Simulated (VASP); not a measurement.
Set up this calculation in VASP 6.6.1, as the native input.

```
Task                               : single point
Functional                         : HSE06
Potentials or basis                : VASP PAW PBE potentials, release 64 (B, P)
Cutoff                             : 520 eV
k mesh                             : 6 × 6 × 2
Occupations                        : gaussian, width 0.01 eV
Spin                               : no spin polarisation
Dipole correction                  : no
Grid for exact exchange (PRECFOCK) : Normal
Further INCAR settings             : ALGO = Normal; EDIFF = 1e-06; NBANDS = 16
Share of exact exchange            : 0.25
Screening parameter                : 0.2079 1/Å
```

BP:

```
B P
1.0
     3.20394    0.00000    0.00000
    -1.60197    2.77469    0.00000
     0.00000    0.00000    8.46662
B P
2 2
Direct
  0.33333 0.66667 0.25000
  0.66667 0.33333 0.75000
  0.66667 0.33333 0.25000
  0.33333 0.66667 0.75000
```

These files were run (other wordings do the same):

POSCAR

```
BP
1.0
    3.2039354154      0.0000000000      0.0000000000
   -1.6019677077      2.7746894618      0.0000000000
    0.0000000000      0.0000000000      8.4666235910
B P
2 2
Direct
    0.3333333333      0.6666666667      0.2500000000
    0.6666666667      0.3333333333      0.7500000000
    0.6666666667      0.3333333333      0.2500000000
    0.3333333333      0.6666666667      0.7500000000
```

INCAR.step1

```
ALGO = Normal
EDIFF = 1E-5
ENCUT = 520
GGA = PE
ISIF = 2
ISMEAR = 0
LASPH = T
LCHARG = F
LREAL = F
LWAVE = T
NBANDS = 16
NELM = 80
PREC = Accurate
SIGMA = 0.01
```

INCAR.step2

```
ALGO = Normal
EDIFF = 1E-6
ENCUT = 520
GGA = PE
HFSCREEN = 0.2079
ISIF = 2
ISMEAR = 0
ISTART = 1
LASPH = T
LCHARG = F
LHFCALC = T
LREAL = F
LWAVE = F
NBANDS = 16
NELM = 80
PREC = Accurate
PRECFOCK = Normal
SIGMA = 0.01
```

KPOINTS

```
k-points
0
Gamma
  6 6 2
```

Potentials or basis: VASP PAW PBE potentials, release 64 (B, P).

Run with:

```sh
$ cat potpaw_PBE.64/B/POTCAR potpaw_PBE.64/P/POTCAR > POTCAR
$ cp INCAR.step1 INCAR
$ mpirun -np 1 vasp_std > vasp.out
$ cp INCAR.step2 INCAR
$ mpirun -np 1 vasp_std > vasp.out
```

It gave:

The pressure is -0.5 GPa. The band gap on the k mesh is 1.34 eV.

Caveat: the PAW data sets were made with another functional, which shifts forces and pressure a little; this functional lacks dispersion, which binds the layers, so the pressure and a relaxed spacing across them are unreliable.

Wall time 20 min on 1 thread of Intel(R) Xeon(R) Platinum 8259CL CPU @ 2.50GHz (Skylake/Cascade Lake), with other jobs on the host, peak memory 0.29 GiB.
